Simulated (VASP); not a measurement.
Write the native input for VASP 6.6.1 that does the following.

```
Task                   : relaxation of cell and atoms
Functional             : PBE
Potentials or basis    : VASP PAW PBE potentials, release 64 (Lu)
Cutoff                 : 600 eV
k mesh                 : 7 × 7 × 9
Occupations            : fermi-dirac, width 0.1 eV
Spin                   : no spin polarisation
Dipole correction      : no
Further INCAR settings : ALGO = Normal; EDIFF = 1e-06; IBRION = 2; EDIFFG = -0.01; NSW = 80; ISIF = 3
```

The structure of Lu lies in POSCAR:

```
Lu
1.0
    5.5034237973      0.0000000000      0.0000000000
   -2.7517118986      4.7661048162      0.0000000000
    0.0000000000      0.0000000000      3.3735987877
Lu
3
Direct
    0.0000000000      0.0000000000      0.0000000000
    0.3333333333      0.6666666667      0.5000000000
    0.6666666667      0.3333333333      0.5000000000
```

This isn't the form of Lu at room conditions, which is hcp.

One way to write it, as run:

INCAR

```
PREC = Accurate ; ENCUT = 600
EDIFF = 1E-6 ; ISMEAR = -1
SIGMA = 0.1 ; LREAL = F
LASPH = T ; NELM = 80
ALGO = Normal ; ISIF = 3
LWAVE = F ; LCHARG = F
GGA = PE ; IBRION = 2
NSW = 80 ; EDIFFG = -0.01
```

KPOINTS

```
regular mesh
0
Gamma
  7 7 9
```

Potentials or basis: VASP PAW PBE potentials, release 64 (Lu).

Run with:

```bash
$ cat potpaw_PBE.64/Lu/POTCAR > POTCAR
$ mpirun -np 1 vasp_std > vasp.out
```

It gave:

```json
{"Relaxed volume": "29.21 Å³/atom", "Relaxed cell": "a = 5.444 Å, b = 5.444 Å, c = 3.414 Å, α = 90.00°, β = 90.00°, γ = 120.00°", "Space group after relaxing (to 0.1 Å)": "P6/mmm (No. 191)", "Energy gained by relaxing": "2.8 meV/atom", "Ionic steps": "15", "Pressure after relaxing": "0.0 GPa", "Band gap on the k mesh": "zero (an odd number of electrons rules out a gap without spin polarisation)"}
```

Caveat: spin-orbit coupling is left out, which moves the levels of the heavy elements.

Run time: 22 min on 1 thread of Intel(R) Xeon(R) Platinum 8488C (Sapphire Rapids), with other jobs on the host, peak memory 0.34 GiB.
